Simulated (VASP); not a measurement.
Write the native input for VASP 6.6.1 that does the following.

```
Task                   : single point
Functional             : PBE
Potentials or basis    : VASP PAW PBE potentials, release 64 (Ta_pv)
Cutoff                 : 520 eV
k mesh                 : 20 × 20 × 20
Occupations            : gaussian, width 0.15 eV
Spin                   : no spin polarisation
Dipole correction      : no
Further INCAR settings : ALGO = Normal; EDIFF = 1e-06; NBANDS = 12
```

The structure of Ta lies in POSCAR:

```
Ta
1.0
   -1.5852288000      1.5852288000      1.7173312000
    1.5852288000     -1.5852288000      1.7173312000
    1.5852288000      1.5852288000     -1.7173312000
Ta
1
Direct
    0.0000000000      0.0000000000      0.0000000000
```

This cell differs from its parent crystal: strain -0.040 along x and y, +0.040 along z.

One way to write it, as run:

INCAR

```
PREC = Accurate
ENCUT = 520
EDIFF = 1E-6
ISMEAR = 0
SIGMA = 0.15
LREAL = F
LASPH = T
NELM = 80
ALGO = Normal
ISIF = 2
LWAVE = F
LCHARG = T
GGA = PE
LELF = T
LVHAR = T
NBANDS = 12
```

KPOINTS

```
regular mesh
0
Gamma
  20 20 20
```

Potentials or basis: VASP PAW PBE potentials, release 64 (Ta_pv).

Run with:

```console
$ cat potpaw_PBE.64/Ta_pv/POTCAR > POTCAR
$ mpirun -np 1 vasp_std > vasp.out
```

Results of the run:

```
Pressure               : 13.3 GPa
Band gap on the k mesh : zero (an odd number of electrons rules out a gap without spin polarisation)
```

Caveat: the cell differs from its parent crystal (strain -0.040 along x and y, +0.040 along z); the cell stands under pressure; spin-orbit coupling is left out, which moves the levels of the heavy elements.

It took 38 s on 1 thread of Intel(R) Xeon(R) 6975P-C (Granite Rapids), on a shared host, peak memory 0.25 GiB.
